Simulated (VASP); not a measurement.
# MgS (Fm-3m) in VASP: a series of runs

The runs below take MgS through single point, with LDA, PBE+D3(BJ).

Everything below comes from runs of VASP 6.6.1. Logs are shortened: lines on timing, memory, paths and dates and some standing lists are left out, and cuts for length are marked.

## 1. The cell of the first run

The structure is cubic, space group Fm-3m (No. 225). The conventional cell has a = 5.203 Å, b = 5.203 Å, c = 5.203 Å, α = 90.00°, β = 90.00°, γ = 90.00°. Within 3.4 Å of Mg (site symmetry m-3m) lie 6 S at 2.60 Å. S (site symmetry m-3m) has 6 Mg at 2.60 Å within 3.4 Å.

## 2. Single point, LDA

File INCAR:

```
ALGO = Normal
EDIFF = 1E-6
ENCUT = 600
GGA_COMPAT = F
ISIF = 2
ISMEAR = 0
LASPH = T
LCHARG = F
LREAL = F
LWAVE = F
NBANDS = 11
NELM = 120
PREC = Accurate
SIGMA = 0.05
```

File KPOINTS:

```
k-points
0
Gamma
  8 8 8
```

File POSCAR:

```
MgS
1.0
    0.0000000000      2.6016508254      2.6016508254
    2.6016508254      0.0000000000      2.6016508254
    2.6016508254      2.6016508254      0.0000000000
Mg S
1 1
Direct
    0.0000000000      0.0000000000      0.0000000000
    0.5000000000      0.5000000000      0.5000000000
```

Potentials or basis: VASP PAW LDA potentials, release 64 (Mg, S).

Launch:

```bash
> cat potpaw_LDA.64/Mg/POTCAR potpaw_LDA.64/S/POTCAR > POTCAR
> mpirun -np 1 vasp_std > vasp.out
```

OUTCAR:

```text
EDIFF = 1E-6
   ENCUT = 600
   ISIF = 2
   ISMEAR = 0
   LASPH = T
   LREAL = F
   NELM = 120
   PREC = Accurate

 ion  position               nearest neighbor table
   1  0.000  0.000  0.000-   2 2.60   2 2.60   2 2.60   2 2.60   2 2.60   2 2.60
   2  0.500  0.500  0.500-   1 2.60   1 2.60   1 2.60   1 2.60   1 2.60   1 2.60

  LATTYP: Found a face centered cubic cell.
 ALAT       =     5.2033016508

  Lattice vectors:

 A1 = (   0.0000000000,   2.6016508254,   2.6016508254)
 A2 = (   2.6016508254,   0.0000000000,   2.6016508254)
 A3 = (   2.6016508254,   2.6016508254,   0.0000000000)

Analysis of symmetry for initial positions (statically):
=====================================================================
 Subroutine PRICEL returns:
 Original cell was already a primitive cell.

 Routine SETGRP: Setting up the symmetry group for a
 face centered cubic supercell.

 Subroutine GETGRP returns: Found 48 space group operations
 (whereof 48 operations were pure point group operations)
 out of a pool of 48 trial point group operations.

The static configuration has the point symmetry O_h .

Analysis of symmetry for dynamics (positions and initial velocities):
=====================================================================
 Subroutine PRICEL returns:
 Original cell was already a primitive cell.

 Routine SETGRP: Setting up the symmetry group for a
 face centered cubic supercell.

 Subroutine GETGRP returns: Found 48 space group operations
 (whereof 48 operations were pure point group operations)
 out of a pool of 48 trial point group operations.

The dynamic configuration has the point symmetry O_h .

 Subroutine INISYM returns: Found 48 space group operations
 (whereof 48 operations are pure point group operations),
 and found     1 'primitive' translations

----------------------------------------------------------------------------------------

                                     Primitive cell

  volume of cell :      35.2190

  direct lattice vectors                    reciprocal lattice vectors
     0.000000000  2.601650825  2.601650825    -0.192185667  0.192185667  0.192185667
     2.601650825  0.000000000  2.601650825     0.192185667 -0.192185667  0.192185667
     2.601650825  2.601650825  0.000000000     0.192185667  0.192185667 -0.192185667

  length of vectors
     3.679289882  3.679289882  3.679289882     0.332875340  0.332875340  0.332875340

  position of ions in fractional coordinates (direct lattice)
     0.000000000  0.000000000  0.000000000
     0.500000000  0.500000000  0.500000000

  ion indices of the primitive-cell ions
   primitive index   ion index
                 1           1
                 2           2

----------------------------------------------------------------------------------------

 KPOINTS: k-points

Automatic generation of k-mesh.
 Grid dimensions read from file:
 generate k-points for:    8    8    8

 Generating k-lattice:

  Cartesian coordinates                     Fractional coordinates (reciprocal lattice)
    -0.024023208  0.024023208  0.024023208     0.125000000  0.000000000  0.000000000
     0.024023208 -0.024023208  0.024023208     0.000000000  0.125000000  0.000000000
     0.024023208  0.024023208 -0.024023208     0.000000000  0.000000000  0.125000000

  Length of vectors
     0.041609418  0.041609418  0.041609418

  Shift w.r.t. Gamma in fractional coordinates (k-lattice)
     0.000000000  0.000000000  0.000000000

 Subroutine IBZKPT returns following result:
 ===========================================

 Found     29 irreducible k-points:

 Following reciprocal coordinates:
            Coordinates               Weight
  0.000000  0.000000  0.000000      1.000000
  0.125000  0.000000  0.000000      8.000000
  0.250000  0.000000  0.000000      8.000000
  0.375000  0.000000  0.000000      8.000000
  0.500000  0.000000  0.000000      4.000000
  0.125000  0.125000  0.000000      6.000000
[... 16 lines left out ...]
  0.500000  0.250000  0.125000     48.000000
 -0.375000  0.250000  0.125000     24.000000
 [... further k-points ...]
   k-points           NKPTS =     29   k-points in BZ     NKDIM =     29   number of bands    NBANDS=     11
   number of dos      NEDOS =    301   number of ions     NIONS =      2
   total plane-waves  NPLWV =  27000
   dimension x,y,z NGX =    30 NGY =   30 NGZ =   30
   dimension x,y,z NGXF=    60 NGYF=   60 NGZF=   60
   ions per type =               1   1
   NGX,Y,Z   is equivalent  to a cutoff of  13.56, 13.56, 13.56 a.u.
   NGXF,Y,Z  is equivalent  to a cutoff of  27.11, 27.11, 27.11 a.u.
 SYSTEM =  unknown system
   PREC   = accura    normal or accurate (medium, high low for compatibility)
   ISTART =      0    job   : 0-new  1-cont  2-samecut
   ICHARG =      2    charge: 1-file 2-atom 10-const
   ISPIN  =      1    spin polarized calculation?
   LNONCOLLINEAR =      F non collinear calculations
   LSORBIT =      F    spin-orbit coupling
   LASPH  =      T    aspherical Exc in radial PAW
   ENCUT  =  600.0 eV  44.10 Ry    6.64 a.u.   7.35  7.35  7.35*2*pi/ulx,y,z
   NELM   =    120;   NELMIN=  2; NELMDL= -5     # of ELM steps
   EDIFF  = 0.1E-05   stopping-criterion for ELM
   LREAL  =      F    real-space projection
   EDIFFG = 0.1E-04   stopping-criterion for IOM
   NSW    =      0    number of steps for IOM
   IBRION =     -1    ionic relax: 0-MD 1-quasi-New 2-CG
   NFREE  =      0    steps in history (QN), initial steepest desc. (CG)
   ISIF   =      2    stress and relaxation
   ISYM   =      2    0-nonsym 1-usesym 2-fastsym
   POTIM  = 0.5000    time-step for ionic-motion
   TEBEG  =    0.0;   TEEND  =   0.0 temperature during run
   PSTRESS=    0.0 pullay stress
   NELECT =       8.0000    total number of electrons
   NUPDOWN=      -1.0000    fix difference up-down
   EMIN   =  10.00;   EMAX   =-10.00  energy-range for DOS
   EFERMI =   0.00;   METHOD = LEGACY
   ISMEAR =     0;   SIGMA  =   0.05  broadening in eV -4-tet -1-fermi 0-gaus
   EFERMI_NEDOS =   21; number of points for ismear=-14 and -15
   IALGO  =     38    algorithm
   IMIX   =      4    mixing-type and parameters
     AMIX     =   0.40;   BMIX     =  1.00
     AMIX_MAG =   1.60;   BMIX_MAG =  1.00
  volume/ion in A,a.u.               =      17.61       118.83
  Fermi-wavevector in a.u.,A,eV,Ry     =   0.998878  1.887606 13.575314  0.997757
  Thomas-Fermi vector in A             =   2.131131
   LORBIT       =      0    0 simple, 1 ext, 2 COOP (PROOUT), +10 PAW based schemes
   GGA     = CA    functional components
   LHFCALC =     F    Hartree Fock is set to
   AEXX    =    0.0000 exact exchange contribution
   IVDW    =     0    specifies the selected vdW correction
   LEPSILON=     F    determine dielectric tensor
   LRPA    =     F    only Hartree local field effects (RPA)
 non-spin polarized calculation
 Gauss-broadening in eV      SIGMA  =   0.05
  energy-cutoff  :      600.00
  volume of cell :       35.22
 maximum number of plane-waves:      1211
 NGX is ok and might be reduce to    30
   NGX = 15   NGY = 15   NGZ = 15

 number of electron       7.9999999 magnetization

 Free energy of the ion-electron system (eV)
  ---------------------------------------------------
  ext. energy  EPLUGINS =         0.00000000
  ---------------------------------------------------
  free energy    TOTEN  =        -9.57167968 eV

  energy without entropy =       -9.57167968  energy(sigma->0) =       -9.57167968

 E-fermi :   3.8300     XC(G=0):  -9.9880

 val. band max:        3.5804737577   @ k =   0.0000   0.0000   0.0000
 cond. band min:       6.1386590818   @ k =   0.5000   0.5000   0.0000
 fundamental gap:      2.5581853242
 Fermi energy:         3.8299803397

 k-point     1 :       0.0000    0.0000    0.0000
  band No.  band energies     occupation
      1      -9.0597      2.00000
      2       3.5805      2.00000
      3       3.5805      2.00000
      4       3.5805      2.00000
      5       7.0726      0.00000
      6      11.4179      0.00000
      7      11.4179      0.00000
      8      11.4179      0.00000
      9      13.8459      0.00000
     10      13.8459      0.00000
     11      15.9344      0.00000

 k-point     2 :       0.1250    0.0000    0.0000
  band No.  band energies     occupation
      1      -8.9063      2.00000
      2       2.5028      2.00000
      3       3.4784      2.00000
      4       3.4784      2.00000
      5       7.8929      0.00000
      6      11.0908      0.00000
      7      11.6635      0.00000
      8      11.6635      0.00000
      9      13.1639      0.00000
     10      13.1639      0.00000
     11      15.9850      0.00000

 k-point     3 :       0.2500    0.0000    0.0000
  band No.  band energies     occupation
      1      -8.4906      2.00000
      2       0.7208      2.00000
      3       3.2563      2.00000
      4       3.2563      2.00000
      5       8.3558      0.00000
      6      11.2513      0.00000
      7      11.2513      0.00000
      8      11.7264      0.00000
      9      13.7495      0.00000
     10      13.7495      0.00000
     11      15.1895      0.00000

 k-point     4 :       0.3750    0.0000    0.0000
  band No.  band energies     occupation
      1      -7.9805      2.00000
      2      -0.7397      2.00000
      3       3.0613      2.00000
      4       3.0613      2.00000
      5       8.0936      0.00000
      6      10.5720      0.00000
      7      10.5720      0.00000
      8      13.1196      0.00000
      9      14.9329      0.00000
     10      15.7228      0.00000
     11      15.7228      0.00000
[... 239 lines left out ...]
 k-point    22 :       0.3750    0.2500    0.1250
  band No.  band energies     occupation
      1      -8.1646      2.00000
      2       0.4571      2.00000
      3       2.0981      2.00000
      4       2.8955      2.00000
      5       9.1811      0.00000
      6       9.9482      0.00000
      7      10.4995      0.00000
      8      12.6092      0.00000
      9      13.5901      0.00000
     10      16.4457      0.00000
     11      18.1700      0.00000

 k-point    23 :       0.5000    0.2500    0.1250
  band No.  band energies     occupation
      1      -7.7331      2.00000
      2      -0.3956      2.00000
      3       1.5527      2.00000
      4       2.5755      2.00000
      5       9.0161      0.00000
      6       9.8160      0.00000
      7      11.2489      0.00000
      8      12.4133      0.00000
      9      15.0903      0.00000
     10      17.6365      0.00000
     11      18.2588      0.00000

 k-point    24 :      -0.3750    0.2500    0.1250
  band No.  band energies     occupation
      1      -7.5258      2.00000
      2      -0.7955      2.00000
      3       1.4081      2.00000
      4       2.4107      2.00000
      5       8.9698      0.00000
      6       9.5321      0.00000
      7      11.8408      0.00000
      8      12.8635      0.00000
      9      15.6825      0.00000
     10      16.6204      0.00000
     11      18.9389      0.00000

 [... further k-points ...]

------------------------ aborting loop because EDIFF is reached ----------------------------------------

  FORCE on cell =-STRESS in cart. coord.  units (eV):
  Direction    XX          YY          ZZ          XY          YZ          ZX
  --------------------------------------------------------------------------------------
  -------------------------------------------------------------------------------------
  Total       -0.8410693     -0.8410693     -0.8410693     -0.0000000      0.0000000      0.0000000
  in kB      -38.2617954    -38.2617954    -38.2617954     -0.0000000      0.0000000      0.0000000
  external PRESSURE =     -38.2617954 kB  Pullay stress =       0.0000000 kB

 VOLUME and BASIS-vectors are now :
 -----------------------------------------------------------------------------
  energy-cutoff  :      600.00
  volume of cell :       35.22
      direct lattice vectors                 reciprocal lattice vectors
     0.000000000  2.601650825  2.601650825    -0.192185667  0.192185667  0.192185667
     2.601650825  0.000000000  2.601650825     0.192185667 -0.192185667  0.192185667
     2.601650825  2.601650825  0.000000000     0.192185667  0.192185667 -0.192185667

 POSITION                                       TOTAL-FORCE (eV/Angst)
 -----------------------------------------------------------------------------------
      0.00000      0.00000      0.00000        -0.000000     -0.000000     -0.000000
      2.60165      2.60165      2.60165         0.000000      0.000000      0.000000
 -----------------------------------------------------------------------------------
    total drift:                               -0.000000     -0.000000      0.000000

  FREE ENERGIE OF THE ION-ELECTRON SYSTEM (eV)
  ---------------------------------------------------
  free  energy   TOTEN  =        -9.5716796816 eV

  energy  without entropy=       -9.5716796816  energy(sigma->0) =       -9.57167968
```

Run time: 24 s. Hardware: 1 thread of Intel Xeon 8259CL, shared host; peak memory 0.15 GiB.

What came out:

| Property | Result |
| --- | --- |
| Free energy | -9.5717 eV |
| Pressure | -3.8 GPa |
| Band gap on the k mesh | 2.56 eV, indirect (least direct gap 3.49 eV) |

## 3. Single point, LDA (volume scaled by 1.04)

File INCAR:

```
PREC     = Accurate       # precision mode
ENCUT    = 600            # plane-wave cutoff, eV
EDIFF    = 1E-6           # SCF threshold, eV
ISMEAR   = 0              # smearing method
SIGMA    = 0.05           # smearing width, eV
LREAL    = False          # projectors in reciprocal space
LASPH    = True           # aspherical terms in the spheres
NELM     = 120            # most SCF steps
ALGO     = Normal         # electronic algorithm
ISIF     = 2              # what is computed and relaxed
LWAVE    = False          # write WAVECAR
LCHARG   = False          # write CHGCAR
GGA      = CA             # functional
NBANDS   = 11             # bands
GGA_COMPAT= False
```

File KPOINTS:

```
regular mesh
0
Gamma
  8 8 8
```

File POSCAR:

```
MgS
1.0
    0.0000000000      2.5984723168      2.5984723168
    2.5984723168      0.0000000000      2.5984723168
    2.5984723168      2.5984723168      0.0000000000
Mg S
1 1
Direct
    0.0000000000      0.0000000000      0.0000000000
    0.5000000000      0.5000000000      0.5000000000
```

Potentials or basis: VASP PAW LDA potentials, release 64 (Mg, S).

Launch:

```bash
> cat potpaw_LDA.64/Mg/POTCAR potpaw_LDA.64/S/POTCAR > POTCAR
> mpirun -np 1 vasp_std > vasp.out
```

Run time: 23 s. Hardware: 1 thread of Intel Xeon 8259CL, shared host; peak memory 0.15 GiB.

It converged, with:

```yaml
Free_energy: -9.5746 eV
Pressure: -3.6 GPa
Band_gap_on_the_k_mesh: 2.57 eV, indirect (least direct gap 3.52 eV)
```

Levels at points of the mesh, in eV from the valence-band top:
```csv
k point,band 2,band 3,band 4,band 5,band 6,band 7
"(0.00, 0.00, 0.00)",0.00,0.00,0.00,3.52,7.84,7.84
"(0.50, 0.00, 0.00)",-4.93,-0.60,-0.60,4.38,6.75,6.75
"(0.50, 0.50, 0.00)",-4.27,-1.72,-1.72,2.57,4.24,11.83
```

 A k mesh can miss the band edges.

## 4. Single point, PBE+D3(BJ)

File INCAR:

```
SYSTEM = MgS
PREC = Accurate ; ENCUT = 600
EDIFF = 1E-6 ; ISMEAR = 0
SIGMA = 0.05 ; LREAL = .False.
LASPH = .True. ; NELM = 120
ALGO = Normal ; ISIF = 2
LWAVE = .False. ; LCHARG = .False.
GGA = PE ; IVDW = 12
NBANDS = 11 ; GGA_COMPAT = .False.
```

File KPOINTS:

```
Automatic mesh
0
Gamma
  8 8 8
  0 0 0
```

File POSCAR:

```
MgS
1.0
    0.0000000000      2.6016508254      2.6016508254
    2.6016508254      0.0000000000      2.6016508254
    2.6016508254      2.6016508254      0.0000000000
Mg S
1 1
Direct
    0.0000000000      0.0000000000      0.0000000000
    0.5000000000      0.5000000000      0.5000000000
```

Potentials or basis: VASP PAW PBE potentials, release 64 (Mg, S).

Launch:

```bash
> cat potpaw_PBE.64/Mg/POTCAR potpaw_PBE.64/S/POTCAR > POTCAR
> mpirun -np 1 vasp_std > vasp.out
```

It took 25 s on 1 thread of Intel Xeon 8259CL, shared host; peak memory 0.18 GiB.

It converged, with:

| Property | Result |
| --- | --- |
| Free energy | -9.2131 eV |
| Pressure | -2.4 GPa |
| Band gap on the k mesh | 2.78 eV, indirect (least direct gap 3.71 eV) |
| Dispersion energy per atom | -0.355 eV |

Levels at points of the mesh, in eV from the valence-band top:
```tsv
k point	band 1	band 2	band 3	band 4	band 5	band 6	band 7	band 8
(0.00, 0.00, 0.00)	-12.67	0.00	0.00	0.00	3.71	7.95	7.95	7.95
(0.50, 0.00, 0.00)	-11.36	-4.83	-0.59	-0.59	4.55	6.91	6.91	10.11
(0.50, 0.50, 0.00)	-10.99	-4.19	-1.68	-1.68	2.78	4.40	12.00	12.82
```

A k mesh can miss the band edges. Expect the measured gap to be larger: semilocal functionals such as PBE lack the derivative discontinuity.

## 5. The runs side by side

```csv
level,potentials or basis,cell,gap on the mesh (eV),pressure (GPa)
LDA,"VASP PAW LDA potentials, release 64 (Mg, S)","a = 3.679 Å, angles 60.0°, 2 atoms",2.56,-3.8
LDA,"VASP PAW LDA potentials, release 64 (Mg, S)","a = 3.675 Å, angles 60.0°, 2 atoms",2.57,-3.6
PBE+D3(BJ),"VASP PAW PBE potentials, release 64 (Mg, S)","a = 3.679 Å, angles 60.0°, 2 atoms",2.78,-2.4
```

Alike in all rows: task single point; no spin polarisation; k mesh 8 × 8 × 8; cutoff (eV) 600; smearing gaussian 0.05 eV.

Total energies depend on the potentials used, so only differences within one code and one set of settings carry meaning.
